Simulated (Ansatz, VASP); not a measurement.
# Two plane-wave programs on InAs

```
CELL_PARAMETERS angstrom
3.53654 0.00000 0.00000
0.00000 3.53654 0.00000
0.00000 0.00000 3.53654
ATOMIC_POSITIONS crystal
In 0.00000 0.00000 0.00000
As 0.50000 0.50000 0.50000
```

Alike in both runs: task single point; functional PBE; k mesh 6 × 6 × 6; occupations methfessel-paxton of order 1, width 0.05 eV; no spin polarisation.

|  | VASP | Ansatz |
| --- | --- | --- |
| version | VASP 6.6.1 | Ansatz 0.2.0 |
| potentials or method | VASP PAW PBE potentials, release 64 (In_d, As) | plane waves |
| plane-wave cutoff (eV) | 520 | 420 |
| valence electrons in the cell | 18 | 28 |

VASP gave:

* pressure (GPa): 1.5

Question: What did Ansatz give for the same quantities?

Answer: Pressure (GPa): 1.4.

VASP's potentials hold 18 valence electrons a cell and Ansatz's 28, so a difference there can come from the potentials and not from the codes.
